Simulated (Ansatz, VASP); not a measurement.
**Ga in VASP and in Ansatz**

```
Ga
1.0
     2.25535   -3.82240    0.00000
     2.25535    3.82240    0.00000
     0.00000    0.00000    4.60703
Ga
4
Cartesian
  2.2553 2.6566 0.3617
  2.2553 -1.1658 1.9419
  2.2553 -2.6566 4.2454
  2.2553 1.1658 2.6652
```

Change from the starting cell: zz strain of +2 %.

Alike in both runs: task single point; functional PBEsol; k mesh 9 × 9 × 8; occupations fermi-dirac, width 0.05 eV; no spin polarisation.

|  | VASP | Ansatz |
| --- | --- | --- |
| version | VASP 6.6.1 | Ansatz 0.2.0 |
| potentials or method | VASP PAW PBE potentials, release 64 (Ga_d), cutoff 520 eV | all-electron LAPW, scalar-relativistic |

```tsv
	VASP	Ansatz	Ansatz less VASP
pressure (GPa)	-2.1	-2.1	0.00
traceless stress, the component that is largest in VASP (GPa)	2.20	2.20	+0.003
rms of the force components (eV/Å)	0.279	0.280	+0.0017
```

VASP's potentials were made for PBE, not for PBEsol. Atom by atom the forces differ by 0.002 eV/Å (rms over components). Ansatz ran all-electron here, and VASP with PAW potentials.
